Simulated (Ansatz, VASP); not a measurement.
# Two plane-wave programs on GaP

```
Ga P
1.0
     0.00000    2.73460    2.73460
     2.73460    0.00000    2.73460
     2.73460    2.73460    0.00000
Ga P
1 1
Cartesian
  0.0000 0.0000 0.0000
  4.1019 4.1019 4.1019
```

Alike in both runs: task single point; functional PBE; k mesh 10 × 10 × 10; occupations gaussian, width 0.05 eV; no spin polarisation.

|  | VASP | Ansatz |
| --- | --- | --- |
| version | VASP 6.6.1 | Ansatz 0.2.0 |
| potentials or method | VASP PAW PBE potentials, release 64 (Ga_d, P), cutoff 520 eV | scalar-relativistic, plane waves, PAW |
| valence electrons in the cell | 18 | 18 |

VASP gave:

- gap on the k mesh at the Fermi level (eV): 1.62
- least direct gap on the mesh (eV): 1.74
- pressure (GPa): 1.5

Q: What did Ansatz give for the same quantities?

A: gap on the k mesh at the Fermi level (eV): 1.62; least direct gap on the mesh (eV): 1.74; pressure (GPa): 1.6.
